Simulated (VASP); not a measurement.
A run of VASP 6.6.1 is set up as follows.

The input POSCAR:

```
Ba2SeO
1.0
    2.0916922587      1.2076390887      6.9582741749
   -2.0916922587      1.2076390887      6.9582741749
    0.0000000000     -2.4152781773      6.9582741749
O Se Ba
1 1 2
Direct
    1.0000000000      0.0000000000      0.0000000000
    0.5000000000      0.5000000000      0.5000000000
    0.2637296068      0.2637296068      0.2637296068
    0.7362703932      0.7362703932      0.7362703932
```

Contents of INCAR.step1:

```
  PREC = Accurate
  ENCUT = 520
  ISMEAR = 0
  SIGMA = 0.01
  LREAL = False
  LASPH = True
  NELM = 60
  NBANDS = 24
  GGA = PE
  ALGO = Normal
  EDIFF = 1E-4
  LWAVE = True
  LCHARG = False
```

The input INCAR.step2:

```
  PREC = Accurate
  ENCUT = 520
  EDIFF = 1E-6
  ISMEAR = 0
  SIGMA = 0.01
  LREAL = False
  LASPH = True
  NELM = 60
  ALGO = Normal
  ISIF = 2
  LWAVE = False
  LCHARG = False
  METAGGA = R2SCAN
  LMIXTAU = True
  NBANDS = 24
  ISTART = 1
```

Contents of KPOINTS:

```
regular mesh
0
Gamma
  6 6 6
```

Potentials or basis: VASP PAW PBE potentials, release 64 (O, Se, Ba_sv).

Command:

```sh
$ cat potpaw_PBE.64/O/POTCAR potpaw_PBE.64/Se/POTCAR potpaw_PBE.64/Ba_sv/POTCAR > POTCAR
$ cp INCAR.step1 INCAR
$ mpirun -np 1 vasp_std > vasp.out
$ cp INCAR.step2 INCAR
$ mpirun -np 1 vasp_std > vasp.out
```

(1) Predict the pressure.

(2) Estimate the band gap on the k mesh.

## Answers

(1) 4.9 GPa.

(2) 1.91 eV (least direct gap 2.15 eV).

Caveat: the cell stands under pressure; the PAW data sets were made with another functional, which shifts forces and pressure a little; spin-orbit coupling is left out, which moves the levels of the heavy elements.
